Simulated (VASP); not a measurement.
Crystal: AlN.

```xyz
4
Lattice="3.3121 0.0000 0.0000 -1.6561 2.8684 0.0000 0.0000 0.0000 4.1876" Properties=species:S:1:pos:R:3 pbc="T T T"
Al    1.6561    0.9561    1.0469
Al    0.0000    1.9123    3.1407
N     1.6561    0.9561    3.1407
N     0.0000    1.9123    1.0469
```

Program: VASP 6.6.1. Alike in all runs: task single point; no spin polarisation; cell as given; k mesh 9 × 9 × 7; cutoff (eV) 520; smearing fermi-dirac 0.05 eV.

Problem. Order these runs on this cell by their pressure, lowest first.
A. level r2SCAN; potentials or basis VASP PAW PBE potentials, release 64 (Al, N)
B. level LDA; potentials or basis VASP PAW LDA potentials, release 64 (Al, N)
C. level PBEsol; potentials or basis VASP PAW PBE potentials, release 64 (Al, N)

Solution. B (-8.2 GPa), A (-5.6 GPa), C (-3.5 GPa).

Caveats: the PAW data sets were made with another functional, which shifts forces and pressure a little (some runs).
